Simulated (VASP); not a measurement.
# ZnS (F-43m) in VASP: settings compared

The runs below take ZnS through single point, with BLYP+D3(BJ), LDA, revPBE.

All numbers are computed with VASP 6.6.1; they aren't measurements. Logs are shortened: lines on timing, memory, paths and dates and some standing lists are left out, and cuts for length are marked.

**The experiment to reproduce.**

From “Electronic, vibrational, and thermodynamic properties of ZnS (zincblende and rocksalt structure)”, 2009, arxiv:0911.5022, for a bulk crystal of ZnS at 19 K: band gap 3.85 eV (direct).

How close the calculation comes is told below.

## (1) The cell of the first run

Symmetry: F-43m, No. 216, cubic system. Conventional cell: a = 5.475 Å, b = 5.475 Å, c = 5.475 Å, α = 90.00°, β = 90.00°, γ = 90.00°. Within 3.1 Å of Zn (site symmetry -43m) lie 4 S at 2.37 Å. S (site symmetry -43m) has 4 Zn at 2.37 Å within 3.1 Å.

## (2) Single point, BLYP+D3(BJ)

INCAR

```
SYSTEM = ZnS
PREC = Accurate
ENCUT = 520
EDIFF = 1E-6
ISMEAR = -1
SIGMA = 0.05
LREAL = .False.
LASPH = .True.
NELM = 60
ALGO = Normal
ISIF = 2
LWAVE = .False.
LCHARG = .False.
GGA = B5
ALDAX = 1.0
AGGAX = 1.0
AGGAC = 1.0
ALDAC = 0.0
IVDW = 12
VDW_S6 = 1.0
VDW_S8 = 2.6996
VDW_A1 = 0.4298
VDW_A2 = 4.2359
NBANDS = 16
```

KPOINTS

```
regular mesh
0
Gamma
  9 9 9
  0 0 0
```

POSCAR

```
ZnS
1.0
    0.0000000000      2.7375567091      2.7375567091
    2.7375567091      0.0000000000      2.7375567091
    2.7375567091      2.7375567091      0.0000000000
Zn S
1 1
Direct
    0.7500000000      0.7500000000      0.7500000000
    0.0000000000      0.0000000000      0.0000000000
```

Potentials or basis: VASP PAW PBE potentials, release 64 (Zn, S).

Launch:

```sh
$ cat potpaw_PBE.64/Zn/POTCAR potpaw_PBE.64/S/POTCAR > POTCAR
$ mpirun -np 1 vasp_std > vasp.out
```

OUTCAR:

```text
SYSTEM = ZnS
   PREC = Accurate
   ENCUT = 520
   EDIFF = 1E-6
   ISMEAR = -1
   LREAL = .False.
   LASPH = .True.
   NELM = 60
   ISIF = 2
   GGA = B5
   IVDW = 12
 IVDW          = 12

 ion  position               nearest neighbor table
   1  0.750  0.750  0.750-   2 2.37   2 2.37   2 2.37   2 2.37
   2  0.000  0.000  0.000-   1 2.37   1 2.37   1 2.37   1 2.37

  LATTYP: Found a face centered cubic cell.
 ALAT       =     5.4751134182

  Lattice vectors:

 A1 = (   0.0000000000,   2.7375567091,   2.7375567091)
 A2 = (   2.7375567091,   0.0000000000,   2.7375567091)
 A3 = (   2.7375567091,   2.7375567091,   0.0000000000)

Analysis of symmetry for initial positions (statically):
=====================================================================
 Subroutine PRICEL returns:
 Original cell was already a primitive cell.

 Routine SETGRP: Setting up the symmetry group for a
 face centered cubic supercell.

 Subroutine GETGRP returns: Found 24 space group operations
 (whereof 24 operations were pure point group operations)
 out of a pool of 48 trial point group operations.

The static configuration has the point symmetry T_d .

Analysis of symmetry for dynamics (positions and initial velocities):
=====================================================================
 Subroutine PRICEL returns:
 Original cell was already a primitive cell.

 Routine SETGRP: Setting up the symmetry group for a
 face centered cubic supercell.

 Subroutine GETGRP returns: Found 24 space group operations
 (whereof 24 operations were pure point group operations)
 out of a pool of 48 trial point group operations.

The dynamic configuration has the point symmetry T_d .

 Subroutine INISYM returns: Found 24 space group operations
 (whereof 24 operations are pure point group operations),
 and found     1 'primitive' translations

----------------------------------------------------------------------------------------

                                     Primitive cell

  volume of cell :      41.0317

  direct lattice vectors                    reciprocal lattice vectors
     0.000000000  2.737556709  2.737556709    -0.182644618  0.182644618  0.182644618
     2.737556709  0.000000000  2.737556709     0.182644618 -0.182644618  0.182644618
     2.737556709  2.737556709  0.000000000     0.182644618  0.182644618 -0.182644618

  length of vectors
     3.871489826  3.871489826  3.871489826     0.316349758  0.316349758  0.316349758

  position of ions in fractional coordinates (direct lattice)
     0.750000000  0.750000000  0.750000000
     0.000000000  0.000000000  0.000000000

  ion indices of the primitive-cell ions
   primitive index   ion index
                 1           1
                 2           2

----------------------------------------------------------------------------------------

 KPOINTS: regular mesh

Automatic generation of k-mesh.
 Grid dimensions read from file:
 generate k-points for:    9    9    9

 Generating k-lattice:

  Cartesian coordinates                     Fractional coordinates (reciprocal lattice)
    -0.020293846  0.020293846  0.020293846     0.111111111  0.000000000  0.000000000
     0.020293846 -0.020293846  0.020293846     0.000000000  0.111111111  0.000000000
     0.020293846  0.020293846 -0.020293846     0.000000000  0.000000000  0.111111111

  Length of vectors
     0.035149973  0.035149973  0.035149973

  Shift w.r.t. Gamma in fractional coordinates (k-lattice)
     0.000000000  0.000000000  0.000000000

 Subroutine IBZKPT returns following result:
 ===========================================

 Found     35 irreducible k-points:

 Following reciprocal coordinates:
            Coordinates               Weight
  0.000000  0.000000  0.000000      1.000000
  0.111111  0.000000  0.000000      8.000000
  0.222222  0.000000  0.000000      8.000000
  0.333333  0.000000  0.000000      8.000000
  0.444444  0.000000  0.000000      8.000000
  0.111111  0.111111  0.000000      6.000000
[... 16 lines left out ...]
 -0.333333  0.333333  0.000000     12.000000
  0.444444  0.444444  0.000000      6.000000
 [... further k-points ...]
   k-points           NKPTS =     35   k-points in BZ     NKDIM =     35   number of bands    NBANDS=     16
   number of dos      NEDOS =    301   number of ions     NIONS =      2
   total plane-waves  NPLWV =  27000
   dimension x,y,z NGX =    30 NGY =   30 NGZ =   30
   dimension x,y,z NGXF=    60 NGYF=   60 NGZF=   60
   ions per type =               1   1
   NGX,Y,Z   is equivalent  to a cutoff of  12.88, 12.88, 12.88 a.u.
   NGXF,Y,Z  is equivalent  to a cutoff of  25.76, 25.76, 25.76 a.u.
 SYSTEM =  ZnS
   PREC   = accura    normal or accurate (medium, high low for compatibility)
   ISTART =      0    job   : 0-new  1-cont  2-samecut
   ICHARG =      2    charge: 1-file 2-atom 10-const
   ISPIN  =      1    spin polarized calculation?
   LNONCOLLINEAR =      F non collinear calculations
   LSORBIT =      F    spin-orbit coupling
   LASPH  =      T    aspherical Exc in radial PAW
   ENCUT  =  520.0 eV  38.22 Ry    6.18 a.u.   7.20  7.20  7.20*2*pi/ulx,y,z
   NELM   =     60;   NELMIN=  2; NELMDL= -5     # of ELM steps
   EDIFF  = 0.1E-05   stopping-criterion for ELM
   LREAL  =      F    real-space projection
   EDIFFG = 0.1E-04   stopping-criterion for IOM
   NSW    =      0    number of steps for IOM
   IBRION =     -1    ionic relax: 0-MD 1-quasi-New 2-CG
   NFREE  =      0    steps in history (QN), initial steepest desc. (CG)
   ISIF   =      2    stress and relaxation
   ISYM   =      2    0-nonsym 1-usesym 2-fastsym
   POTIM  = 0.5000    time-step for ionic-motion
   TEBEG  =    0.0;   TEEND  =   0.0 temperature during run
   PSTRESS=    0.0 pullay stress
   NELECT =      18.0000    total number of electrons
   NUPDOWN=      -1.0000    fix difference up-down
   EMIN   =  10.00;   EMAX   =-10.00  energy-range for DOS
   EFERMI =   0.00;   METHOD = LEGACY
   ISMEAR =    -1;   SIGMA  =   0.05  broadening in eV -4-tet -1-fermi 0-gaus
   EFERMI_NEDOS =   21; number of points for ismear=-14 and -15
   IALGO  =     38    algorithm
   IMIX   =      4    mixing-type and parameters
     AMIX     =   0.40;   BMIX     =  1.00
     AMIX_MAG =   1.60;   BMIX_MAG =  1.00
  volume/ion in A,a.u.               =      20.52       138.45
  Fermi-wavevector in a.u.,A,eV,Ry     =   1.243920  2.350668 21.052806  1.547338
  Thomas-Fermi vector in A             =   2.378210
   LORBIT       =      0    0 simple, 1 ext, 2 COOP (PROOUT), +10 PAW based schemes
   GGA     = B5    functional components
   LHFCALC =     F    Hartree Fock is set to
   AEXX    =    0.0000 exact exchange contribution
   IVDW    =    12    specifies the selected vdW correction
   LEPSILON=     F    determine dielectric tensor
   LRPA    =     F    only Hartree local field effects (RPA)
 non-spin polarized calculation
  energy-cutoff  :      520.00
  volume of cell :       41.03
 maximum number of plane-waves:      1125
 NGX is ok and might be reduce to    30
   NGX = 15   NGY = 15   NGZ = 15

 number of electron      18.0000000 magnetization

 Free energy of the ion-electron system (eV)
  ---------------------------------------------------
  ext. energy  EPLUGINS =         0.00000000
  ---------------------------------------------------
  free energy    TOTEN  =        -5.82072686 eV

  energy without entropy =       -5.82072686  energy(sigma->0) =       -5.82072686

 E-fermi :   3.0606     XC(G=0):  -8.9415

 val. band max:        2.1166914110   @ k =   0.0000   0.0000   0.0000
 cond. band min:       4.0599803277   @ k =   0.0000   0.0000   0.0000
 fundamental gap:      1.9432889167
 Fermi energy:         3.0606255958

 k-point     1 :       0.0000    0.0000    0.0000
  band No.  band energies     occupation
      1     -10.7258      2.00000
      2      -4.1740      2.00000
      3      -4.1740      2.00000
      4      -4.1740      2.00000
      5      -3.7365      2.00000
      6      -3.7365      2.00000
[... 8 lines left out ...]
     15      13.9397      0.00000
     16      13.9397      0.00000

 k-point     2 :       0.1111    0.0000    0.0000
  band No.  band energies     occupation
      1     -10.6404      2.00000
      2      -4.1687      2.00000
      3      -4.1589      2.00000
      4      -4.1589      2.00000
      5      -3.7377      2.00000
      6      -3.7377      2.00000
[... 8 lines left out ...]
     15      13.4558      0.00000
     16      14.5707      0.00000

 k-point     3 :       0.2222    0.0000    0.0000
  band No.  band energies     occupation
      1     -10.4108      2.00000
      2      -4.1274      2.00000
      3      -4.1233      2.00000
      4      -4.1233      2.00000
      5      -3.7365      2.00000
      6      -3.7365      2.00000
[... 8 lines left out ...]
     15      13.1197      0.00000
     16      14.5646      0.00000

 k-point     4 :       0.3333    0.0000    0.0000
  band No.  band energies     occupation
      1     -10.1220      2.00000
      2      -4.0894      2.00000
      3      -4.0894      2.00000
      4      -3.9807      2.00000
      5      -3.7259      2.00000
      6      -3.7259      2.00000
[... 8 lines left out ...]
     15      13.7529      0.00000
     16      14.0603      0.00000
[... 324 lines left out ...]
 k-point    22 :      -0.4444    0.3333    0.0000
  band No.  band energies     occupation
      1      -9.6430      2.00000
      2      -4.0783      2.00000
      3      -3.9242      2.00000
      4      -3.8477      2.00000
      5      -3.6977      2.00000
      6      -3.4687      2.00000
[... 8 lines left out ...]
     15      15.1342      0.00000
     16      17.1342      0.00000

 k-point    23 :      -0.3333    0.3333    0.0000
  band No.  band energies     occupation
      1      -9.6718      2.00000
      2      -4.0580      2.00000
      3      -3.9579      2.00000
      4      -3.7860      2.00000
      5      -3.7228      2.00000
      6      -3.4641      2.00000
[... 8 lines left out ...]
     15      13.8576      0.00000
     16      18.4181      0.00000

 k-point    24 :       0.4444    0.4444    0.0000
  band No.  band energies     occupation
      1      -9.6407      2.00000
      2      -4.1443      2.00000
      3      -3.8825      2.00000
      4      -3.8825      2.00000
      5      -3.6726      2.00000
      6      -3.5804      2.00000
[... 8 lines left out ...]
     15      15.7752      0.00000
     16      17.0347      0.00000

 [... further k-points ...]

------------------------ aborting loop because EDIFF is reached ----------------------------------------

 Edisp (eV)   -1.27469

 E8    (eV) :    -0.8904

  FORCE on cell =-STRESS in cart. coord.  units (eV):
  Direction    XX          YY          ZZ          XY          YZ          ZX
  --------------------------------------------------------------------------------------
  -------------------------------------------------------------------------------------
  Total      -0.84430    -0.84430    -0.84430     0.00000     0.00000     0.00000
  in kB     -32.96783   -32.96783   -32.96783     0.00000     0.00000     0.00000
  external pressure =      -32.97 kB  Pullay stress =        0.00 kB

 VOLUME and BASIS-vectors are now :
 -----------------------------------------------------------------------------
  energy-cutoff  :      520.00
  volume of cell :       41.03
      direct lattice vectors                 reciprocal lattice vectors
     0.000000000  2.737556709  2.737556709    -0.182644618  0.182644618  0.182644618
     2.737556709  0.000000000  2.737556709     0.182644618 -0.182644618  0.182644618
     2.737556709  2.737556709  0.000000000     0.182644618  0.182644618 -0.182644618

 POSITION                                       TOTAL-FORCE (eV/Angst)
 -----------------------------------------------------------------------------------
      4.10634      4.10634      4.10634        -0.000000      0.000000      0.000000
      0.00000      0.00000      0.00000         0.000000     -0.000000     -0.000000
 -----------------------------------------------------------------------------------
    total drift:                               -0.000000     -0.000000     -0.000000

  FREE ENERGIE OF THE ION-ELECTRON SYSTEM (eV)
  ---------------------------------------------------
  free  energy   TOTEN  =        -7.0954150898 eV

  energy  without entropy=       -7.0954150897  energy(sigma->0) =       -7.09541509
```

Run time: 19 s. Hardware: 1 thread of AMD EPYC 9R45 (Zen 5), shared host; peak memory 0.15 GiB.

Results:

```yaml
Free_energy: -7.0954 eV
Pressure: -3.3 GPa
Band_gap_on_the_k_mesh: 1.94 eV, direct
Dispersion_energy_per_atom: -0.637 eV
```

Levels at points of the mesh, in eV from the valence-band top:
```tsv
k point	band 5	band 6	band 7	band 8	band 9	band 10	band 11	band 12	band 13	band 14
(0.00, 0.00, 0.00)	-5.85	-5.85	0.00	0.00	0.00	1.94	6.47	6.47	6.47	11.77
```

Caveat: the PAW data sets were made with another functional, which shifts forces and pressure a little. BLYP gaps usually lie below the measured ones, often by a third to a half.

[end of part 1 of 2]
